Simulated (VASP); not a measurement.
# Al (Im-3m) in VASP: a series of runs

The runs below take Al through single point, relaxation of cell and atoms, with PBEsol.

All numbers are computed with VASP 6.6.1; they aren't measurements. Logs are shortened: lines on timing, memory, paths and dates and some standing lists are left out, and cuts for length are marked.

## (1) The cell of the first run

The structure is cubic, space group Im-3m (No. 229). Conventional cell: a = 3.213 Å, b = 3.213 Å, c = 3.213 Å, α = 90.00°, β = 90.00°, γ = 90.00°. Within 3.7 Å of Al (site symmetry m-3m) lie 14 Al at 2.78 to 3.21 Å.

## (2) Single point, PBEsol

File INCAR:

```
  PREC = Accurate
  ENCUT = 520
  EDIFF = 1E-6
  ISMEAR = 0
  SIGMA = 0.1
  LREAL = False
  LASPH = True
  NELM = 60
  ALGO = Normal
  ISIF = 2
  LWAVE = False
  LCHARG = False
  GGA = PS
  NBANDS = 8
```

File KPOINTS:

```
regular mesh
0
Gamma
  18 18 18
```

File POSCAR:

```
Al
1.0
   -1.6063180831      1.6063180831      1.6063180831
    1.6063180831     -1.6063180831      1.6063180831
    1.6063180831      1.6063180831     -1.6063180831
Al
1
Direct
    0.0000000000      0.0000000000      0.0000000000
```

Potentials or basis: VASP PAW PBE potentials, release 64 (Al).

Run with:

```sh
cat potpaw_PBE.64/Al/POTCAR > POTCAR
mpirun -np 1 vasp_std > vasp.out
```

OUTCAR:

```text
PREC = Accurate
   ENCUT = 520
   EDIFF = 1E-6
   ISMEAR = 0
   LREAL = False
   LASPH = True
   NELM = 60
   ISIF = 2
   GGA = PS

 ion  position               nearest neighbor table
   1  0.000  0.000  0.000-

  LATTYP: Found a body centered cubic cell.
 ALAT       =     3.2126361662

  Lattice vectors:

 A1 = (  -1.6063180831,   1.6063180831,   1.6063180831)
 A2 = (   1.6063180831,  -1.6063180831,   1.6063180831)
 A3 = (   1.6063180831,   1.6063180831,  -1.6063180831)

Analysis of symmetry for initial positions (statically):
=====================================================================
 Subroutine PRICEL returns:
 Original cell was already a primitive cell.

 Routine SETGRP: Setting up the symmetry group for a
 body centered cubic supercell.

 Subroutine GETGRP returns: Found 48 space group operations
 (whereof 48 operations were pure point group operations)
 out of a pool of 48 trial point group operations.

The static configuration has the point symmetry O_h .

Analysis of symmetry for dynamics (positions and initial velocities):
=====================================================================
 Subroutine PRICEL returns:
 Original cell was already a primitive cell.

 Routine SETGRP: Setting up the symmetry group for a
 body centered cubic supercell.

 Subroutine GETGRP returns: Found 48 space group operations
 (whereof 48 operations were pure point group operations)
 out of a pool of 48 trial point group operations.

The dynamic configuration has the point symmetry O_h .

 Subroutine INISYM returns: Found 48 space group operations
 (whereof 48 operations are pure point group operations),
 and found     1 'primitive' translations

----------------------------------------------------------------------------------------

                                     Primitive cell

  volume of cell :      16.5789

  direct lattice vectors                    reciprocal lattice vectors
    -1.606318083  1.606318083  1.606318083     0.000000000  0.311270853  0.311270853
     1.606318083 -1.606318083  1.606318083     0.311270853  0.000000000  0.311270853
     1.606318083  1.606318083 -1.606318083     0.311270853  0.311270853  0.000000000

  length of vectors
     2.782224533  2.782224533  2.782224533     0.440203462  0.440203462  0.440203462

  position of ions in fractional coordinates (direct lattice)
     0.000000000  0.000000000  0.000000000

  ion indices of the primitive-cell ions
   primitive index   ion index
                 1           1

----------------------------------------------------------------------------------------

 KPOINTS: regular mesh

Automatic generation of k-mesh.
 Grid dimensions read from file:
 generate k-points for:   18   18   18

 Generating k-lattice:

  Cartesian coordinates                     Fractional coordinates (reciprocal lattice)
     0.000000000  0.017292825  0.017292825     0.055555556  0.000000000  0.000000000
     0.017292825  0.000000000  0.017292825     0.000000000  0.055555556  0.000000000
     0.017292825  0.017292825  0.000000000     0.000000000  0.000000000  0.055555556

  Length of vectors
     0.024455748  0.024455748  0.024455748

  Shift w.r.t. Gamma in fractional coordinates (k-lattice)
     0.000000000  0.000000000  0.000000000

 Subroutine IBZKPT returns following result:
 ===========================================

 Found    195 irreducible k-points:

 Following reciprocal coordinates:
            Coordinates               Weight
  0.000000  0.000000  0.000000      1.000000
  0.055556  0.000000  0.000000     12.000000
  0.111111  0.000000  0.000000     12.000000
  0.166667  0.000000  0.000000     12.000000
  0.222222  0.000000  0.000000     12.000000
  0.277778  0.000000  0.000000     12.000000
[... 16 lines left out ...]
  0.333333  0.111111  0.000000     48.000000
  0.388889  0.111111  0.000000     48.000000
 [... further k-points ...]
   k-points           NKPTS =    195   k-points in BZ     NKDIM =    195   number of bands    NBANDS=      8
   number of dos      NEDOS =    301   number of ions     NIONS =      1
   total plane-waves  NPLWV =  13824
   dimension x,y,z NGX =    24 NGY =   24 NGZ =   24
   dimension x,y,z NGXF=    48 NGYF=   48 NGZF=   48
   ions per type =               1
   NGX,Y,Z   is equivalent  to a cutoff of  14.34, 14.34, 14.34 a.u.
   NGXF,Y,Z  is equivalent  to a cutoff of  28.68, 28.68, 28.68 a.u.
 SYSTEM =  unknown system
   PREC   = accura    normal or accurate (medium, high low for compatibility)
   ISTART =      0    job   : 0-new  1-cont  2-samecut
   ICHARG =      2    charge: 1-file 2-atom 10-const
   ISPIN  =      1    spin polarized calculation?
   LNONCOLLINEAR =      F non collinear calculations
   LSORBIT =      F    spin-orbit coupling
   LASPH  =      T    aspherical Exc in radial PAW
   ENCUT  =  520.0 eV  38.22 Ry    6.18 a.u.   5.17  5.17  5.17*2*pi/ulx,y,z
   NELM   =     60;   NELMIN=  2; NELMDL= -5     # of ELM steps
   EDIFF  = 0.1E-05   stopping-criterion for ELM
   LREAL  =      F    real-space projection
   EDIFFG = 0.1E-04   stopping-criterion for IOM
   NSW    =      0    number of steps for IOM
   IBRION =     -1    ionic relax: 0-MD 1-quasi-New 2-CG
   NFREE  =      0    steps in history (QN), initial steepest desc. (CG)
   ISIF   =      2    stress and relaxation
   ISYM   =      2    0-nonsym 1-usesym 2-fastsym
   POTIM  = 0.5000    time-step for ionic-motion
   TEBEG  =    0.0;   TEEND  =   0.0 temperature during run
   PSTRESS=    0.0 pullay stress
   NELECT =       3.0000    total number of electrons
   NUPDOWN=      -1.0000    fix difference up-down
   EMIN   =  10.00;   EMAX   =-10.00  energy-range for DOS
   EFERMI =   0.00;   METHOD = LEGACY
   ISMEAR =     0;   SIGMA  =   0.10  broadening in eV -4-tet -1-fermi 0-gaus
   EFERMI_NEDOS =   21; number of points for ismear=-14 and -15
   IALGO  =     38    algorithm
   IMIX   =      4    mixing-type and parameters
     AMIX     =   0.40;   BMIX     =  1.00
     AMIX_MAG =   1.60;   BMIX_MAG =  1.00
  volume/ion in A,a.u.               =      16.58       111.88
  Fermi-wavevector in a.u.,A,eV,Ry     =   0.925970  1.749830 11.665920  0.857421
  Thomas-Fermi vector in A             =   2.051882
   LORBIT       =      0    0 simple, 1 ext, 2 COOP (PROOUT), +10 PAW based schemes
   GGA     = PS    functional components
   LHFCALC =     F    Hartree Fock is set to
   AEXX    =    0.0000 exact exchange contribution
   IVDW    =     0    specifies the selected vdW correction
   LEPSILON=     F    determine dielectric tensor
   LRPA    =     F    only Hartree local field effects (RPA)
 non-spin polarized calculation
 Gauss-broadening in eV      SIGMA  =   0.10
  energy-cutoff  :      520.00
  volume of cell :       16.58
 maximum number of plane-waves:       468
 NGX is ok and might be reduce to    24

 number of electron       3.0000000 magnetization

 Free energy of the ion-electron system (eV)
  ---------------------------------------------------
  ext. energy  EPLUGINS =         0.00000000
  ---------------------------------------------------
  free energy    TOTEN  =        -3.99636616 eV

  energy without entropy =       -3.99465852  energy(sigma->0) =       -3.99551234

 E-fermi :   7.9109     XC(G=0): -10.2432

 val. band max:        7.8707264970   @ k =  -0.3889  -0.4444   0.2222
 cond. band min:       7.9132431282   @ k =   0.2778   0.1667   0.0556
 fundamental gap:      0.0425166312
 Fermi energy:         7.9109059022

 k-point     1 :       0.0000    0.0000    0.0000
  band No.  band energies     occupation
      1      -3.1919      2.00000
      2      21.1149      0.00000
      3      21.1149      0.00000
      4      21.1149      0.00000
      5      22.5105      0.00000
      6      22.5105      0.00000
      7      22.5105      0.00000
      8      24.1497      0.00000

 k-point     2 :       0.0556    0.0000    0.0000
  band No.  band energies     occupation
      1      -3.1033      2.00000
      2      19.9482      0.00000
      3      20.4144      0.00000
      4      20.7468      0.00000
      5      22.1402      0.00000
      6      23.0039      0.00000
      7      23.3584      0.00000
      8      23.3668      0.00000

 k-point     3 :       0.1111    0.0000    0.0000
  band No.  band energies     occupation
      1      -2.8380      2.00000
      2      17.8286      0.00000
      3      19.4235      0.00000
      4      19.9333      0.00000
      5      21.3424      0.00000
      6      22.4370      0.00000
      7      23.6958      0.00000
      8      24.3223      0.00000

 k-point     4 :       0.1667    0.0000    0.0000
  band No.  band energies     occupation
      1      -2.3970      2.00000
      2      15.5360      0.00000
      3      18.5263      0.00000
      4      19.0292      0.00000
      5      20.4826      0.00000
      6      21.6835      0.00000
      7      24.3683      0.00000
      8      24.6458      0.00000

 k-point     5 :       0.2222    0.0000    0.0000
  band No.  band energies     occupation
      1      -1.7817      2.00000
      2      13.2771      0.00000
      3      17.7603      0.00000
      4      18.1880      0.00000
      5      19.6987      0.00000
      6      21.0088      0.00000
      7      25.1164      0.00000
      8      25.1235      0.00000
[... 177 lines left out ...]
 k-point    22 :       0.2778    0.1111    0.0000
  band No.  band energies     occupation
      1       0.2212      2.00000
      2       9.3210      0.00000
      3      13.6536      0.00000
      4      16.4945      0.00000
      5      19.9369      0.00000
      6      22.3083      0.00000
      7      24.7338      0.00000
      8      28.6003      0.00000

 k-point    23 :       0.3333    0.1111    0.0000
  band No.  band energies     occupation
      1       1.3403      2.00000
      2       7.4327      2.00000
      3      13.2548      0.00000
      4      16.1201      0.00000
      5      19.5587      0.00000
      6      22.1387      0.00000
      7      25.5201      0.00000
      8      29.2406      0.00000

 k-point    24 :       0.3889    0.1111    0.0000
  band No.  band energies     occupation
      1       2.6165      2.00000
      2       5.6934      2.00000
      3      13.0149      0.00000
      4      15.8940      0.00000
      5      19.3287      0.00000
      6      21.9974      0.00000
      7      26.4827      0.00000
      8      28.8940      0.00000

 [... further k-points ...]

------------------------ aborting loop because EDIFF is reached ----------------------------------------

  FORCE on cell =-STRESS in cart. coord.  units (eV):
  Direction    XX          YY          ZZ          XY          YZ          ZX
  --------------------------------------------------------------------------------------
  -------------------------------------------------------------------------------------
  Total        0.0121949      0.0121949      0.0121949     -0.0000000      0.0000000     -0.0000000
  in kB        1.1785134      1.1785134      1.1785134     -0.0000000      0.0000000     -0.0000000
  external PRESSURE =       1.1785134 kB  Pullay stress =       0.0000000 kB

 VOLUME and BASIS-vectors are now :
 -----------------------------------------------------------------------------
  energy-cutoff  :      520.00
  volume of cell :       16.58
      direct lattice vectors                 reciprocal lattice vectors
    -1.606318083  1.606318083  1.606318083     0.000000000  0.311270853  0.311270853
     1.606318083 -1.606318083  1.606318083     0.311270853  0.000000000  0.311270853
     1.606318083  1.606318083 -1.606318083     0.311270853  0.311270853  0.000000000

 POSITION                                       TOTAL-FORCE (eV/Angst)
 -----------------------------------------------------------------------------------
      0.00000      0.00000      0.00000        -0.000000      0.000000      0.000000
 -----------------------------------------------------------------------------------
    total drift:                                0.000000      0.000000      0.000000

  FREE ENERGIE OF THE ION-ELECTRON SYSTEM (eV)
  ---------------------------------------------------
  free  energy   TOTEN  =        -3.9963661580 eV

  energy  without entropy=       -3.9946585243  energy(sigma->0) =       -3.99551234
```

Wall time 11 s (1 thread of Intel Xeon 6975P-C, shared host); peak memory 0.14 GiB.

Results:

| Item | Value |
| --- | --- |
| Free energy | -3.9964 eV |
| Pressure | 0.1 GPa |

Caveat: the PAW data sets were made with another functional, which shifts forces and pressure a little.

## (3) Relaxation of cell and atoms, PBEsol

This run uses another cell than the first one, of 16.12 Å³/atom, 0.972 times its volume.

File INCAR:

```
PREC = Accurate
ENCUT = 600
EDIFF = 1E-6
ISMEAR = 0
SIGMA = 0.1
LREAL = F
LASPH = T
NELM = 60
ALGO = Normal
ISIF = 3
LWAVE = F
LCHARG = F
GGA = PS
IBRION = 2
NSW = 100
EDIFFG = -0.005
```

KPOINTS is that of step 2.

File POSCAR:

```
Al
1.0
   -1.5912186900      1.5912186900      1.5912186900
    1.5912186900     -1.5912186900      1.5912186900
    1.5912186900      1.5912186900     -1.5912186900
Al
1
Direct
    0.0000000000      0.0000000000      0.0000000000
```

Potentials or basis: VASP PAW PBE potentials, release 64 (Al).

Run with:

```sh
cat potpaw_PBE.64/Al/POTCAR > POTCAR
mpirun -np 1 vasp_std > vasp.out
```

Run time: 14 s. Hardware: 1 thread of Intel Xeon 6975P-C, shared host; peak memory 0.15 GiB.

Results (log left out):

| Quantity | Value |
| --- | --- |
| Free energy | -3.9964 eV |
| Relaxed volume | 16.61 Å³/atom |
| Relaxed cell | a = 2.784 Å, b = 2.784 Å, c = 2.784 Å, α = 109.47°, β = 109.47°, γ = 109.47° |
| Space group after relaxing (to 0.05 Å) | Im-3m (No. 229) |
| Energy gained by relaxing | 3.5 meV/atom |
| Ionic steps | 3 |
| Pressure after relaxing | 0.0 GPa |

The path:
| step | energy change (eV) | largest force (eV/Å) | pressure (GPa) | volume (Å³) |
| --- | --- | --- | --- | --- |
| 1 | 0.0000 | 0.0000 | 2.34 | 16.12 |
| 2 | -0.0034 | 0.0000 | -0.29 | 16.67 |
| 3 | -0.0035 | 0.0000 | 0.00 | 16.61 |

Final structure:
```
Al
1.0
    -1.60716    1.60716    1.60716
     1.60716   -1.60716    1.60716
     1.60716    1.60716   -1.60716
Al
1
Direct
  0.00000 0.00000 0.00000
```

Levels at points of the mesh, in eV from the Fermi level:
| k point | band 1 | band 2 | band 3 | band 4 | band 5 |
| --- | --- | --- | --- | --- | --- |
| (0.00, 0.00, 0.00) | -11.09 | 13.19 | 13.19 | 13.19 | 14.58 |
| (0.50, 0.00, 0.00) | -4.30 | -3.86 | 8.10 | 8.23 | 9.91 |
| (0.50, 0.50, 0.50) | 1.85 | 1.85 | 1.85 | 2.97 | 2.97 |

Caveat: the PAW data sets were made with another functional, which shifts forces and pressure a little.

## (4) Single point, PBEsol

This run uses another cell than the first one: it holds 8 atoms, not 1.

File INCAR:

```
SYSTEM = Al
PREC = Accurate
ENCUT = 520
EDIFF = 1E-7
ISMEAR = 0
SIGMA = 0.15
LREAL = .FALSE.
LASPH = .TRUE.
NELM = 80
ALGO = Fast
ISIF = 2
LWAVE = .FALSE.
LCHARG = .FALSE.
GGA = PS
NBANDS = 22
```

File KPOINTS:

```
regular mesh
0
G
  10 10 10
  0 0 0
```

File POSCAR:

```
Al
1.0
    3.2126361663      3.2126361663      3.2126361663
   -3.2126361663     -3.2126361663      3.2126361663
    3.2126361663     -3.2126361663     -3.2126361663
Al
8
Direct
    0.0000000000      0.5000000000      0.5000000000
    0.0000000000      0.0000000000      0.5000000000
    0.0000000000      0.5000000000      0.0000000000
    0.0000000000      0.0000000000      0.0000000000
    0.5000000000      0.5000000000      0.5000000000
    0.5000000000      0.0000000000      0.5000000000
    0.5000000000      0.5000000000      0.0000000000
    0.5000000000      0.0000000000      0.0000000000
```

Run with:

```sh
cat potpaw_PBE.64/Al/POTCAR > POTCAR
mpirun -np 1 vasp_std > vasp.out
```

Wall time 2.8 min (1 thread of Intel Xeon 6975P-C, shared host); peak memory 0.29 GiB.

The run converged. Its results:

```
Free energy            : -31.9649 eV
Pressure               : 0.1 GPa
Band gap on the k mesh : zero (band 12 reaches 9.14 eV, above the bottom of band 13 at 4.05 eV)
```

Levels at points of the mesh, in eV from the Fermi level:
```
           k point  band 10  band 11  band 12  band 13  band 14  band 15
(0.00, 0.00, 0.00)    -3.86    -3.86    -3.86    -3.86     1.85     1.85
(0.50, 0.00, 0.00)    -2.14     0.69     0.69     0.69     0.69     1.33
(0.50, 0.50, 0.50)    -0.98    -0.98    -0.98     0.36     0.36     4.99
```

Caveat: the PAW data sets were made with another functional, which shifts forces and pressure a little.

## (5) Single point, PBEsol

This run uses another cell than the first one: it holds 4 atoms, not 1.

File INCAR:

```
SYSTEM = Al
PREC = Accurate
ENCUT = 520
EDIFF = 1E-7
ISMEAR = 0
SIGMA = 0.15
LREAL = .False.
LASPH = .True.
NELM = 80
ALGO = Fast
ISIF = 2
LWAVE = .False.
LCHARG = .False.
GGA = PS
NBANDS = 14
```

File KPOINTS:

```
regular mesh
0
Gamma
  16 16 5
  0 0 0
```

File POSCAR:

```
Al
1.0
   -1.6063180831      1.6063180831     -1.6063180831
   -1.6063180831     -1.6063180831      1.6063180831
    0.0000000000      6.4252723326      6.4252723326
Al
4
Direct
    0.0000000000      0.0000000000      0.0000000000
    0.5000000000      0.5000000000      0.2500000000
    0.0000000000      0.0000000000      0.5000000000
    0.5000000000      0.5000000000      0.7500000000
```

Run with:

```sh
cat potpaw_PBE.64/Al/POTCAR > POTCAR
mpirun -np 1 vasp_std > vasp.out
```

It took 1.8 min on 1 thread of Intel Xeon Platinum 8488C (Sapphire Rapids), shared host; peak memory 0.28 GiB.

Results (log left out):

| Property | Result |
| --- | --- |
| Free energy | -15.9812 eV |
| Pressure | 0.1 GPa |
| Band gap on the k mesh | zero (band 6 reaches 12.53 eV, above the bottom of band 7 at 6.05 eV) |

Levels at points of the mesh, in eV from the Fermi level:
| k point | band 3 | band 4 | band 5 | band 6 | band 7 | band 8 | band 9 | band 10 |
| --- | --- | --- | --- | --- | --- | --- | --- | --- |
| (0.00, 0.00, 0.00) | -9.31 | -4.30 | -3.85 | 4.28 | 4.28 | 8.12 | 8.25 | 9.53 |
| (0.50, 0.00, 0.00) | -4.30 | -4.30 | -3.85 | -3.85 | 0.69 | 0.69 | 1.34 | 1.34 |
| (0.50, 0.50, 0.00) | -2.64 | -2.64 | -2.13 | -2.13 | 1.86 | 1.86 | 1.86 | 2.98 |

Caveat: the PAW data sets were made with another functional, which shifts forces and pressure a little.

## (6) Summary

| task | cell | k mesh | cutoff (eV) | smearing | gap on the mesh (eV) | pressure (GPa) |
| --- | --- | --- | --- | --- | --- | --- |
| single point | a = 2.782 Å, angles 109.5°, 1 atom | 18 × 18 × 18 | 520 | gaussian 0.1 eV | none | 0.1 |
| relaxation of cell and atoms | relaxed from a = 2.756 Å, angles 109.5°, 1 atom | 18 × 18 × 18 | 600 | gaussian 0.1 eV | none | 0.0 |
| single point | a = 5.564 Å, angles 109.5°, 8 atoms | 10 × 10 × 10 | 520 | gaussian 0.15 eV | none | 0.1 |
| single point | a = 2.782, b = 2.782, c = 9.087 Å, angles 90.0, 90.0, 109.5°, 4 atoms | 16 × 16 × 5 | 520 | gaussian 0.15 eV | none | 0.1 |

Alike in all rows: level PBEsol; potentials or basis VASP PAW PBE potentials, release 64 (Al); no spin polarisation.

Caveats: the PAW data sets were made with another functional, which shifts forces and pressure a little.

Absolute energies hang on the potentials; compare differences alone.
